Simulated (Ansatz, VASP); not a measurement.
Two plane-wave programs on SnO2

```
Sn O
1.0
     4.71742    0.00000    0.00000
     0.00000    4.72740    0.00000
     0.00000    0.00000    3.18561
Sn O
2 4
Direct
  0.50000 0.50000 0.50000
  0.00000 0.00000 0.00000
  0.30426 0.30786 0.00000
  0.80426 0.19214 0.50000
  0.19574 0.80786 0.50000
  0.69574 0.69214 0.00000
```

Alike in both runs: task relaxation of cell and atoms; functional LDA; k mesh 6 × 6 × 8; occupations gaussian, width 0.02 eV; no spin polarisation.

|  | VASP | Ansatz |
| --- | --- | --- |
| version | VASP 6.6.1 | Ansatz 0.2.0 |
| potentials or method | VASP PAW LDA potentials, release 64 (Sn_d, O), cutoff 600 eV | scalar-relativistic, plane waves, PAW |
| valence electrons in the cell | 52 | 52 |

Ansatz gave:

- gap on the k mesh at the Fermi level, each at its own relaxed structure (eV): 1.18
- relaxed volume (Å³/atom): 11.84
- relaxed length of the cell vector where the two differ most in proportion (Å): 3.189

Q: Estimate VASP's values.

A: gap on the k mesh at the Fermi level, each at its own relaxed structure (eV): 1.15; relaxed volume (Å³/atom): 11.90; relaxed length of the cell vector where the two differ most in proportion (Å): 3.196.

Ansatz warns that its potentials were made for another functional, while VASP's fit it. LDA's correlation is that of Perdew and Zunger in VASP and of Perdew and Wang (1992) in Ansatz.
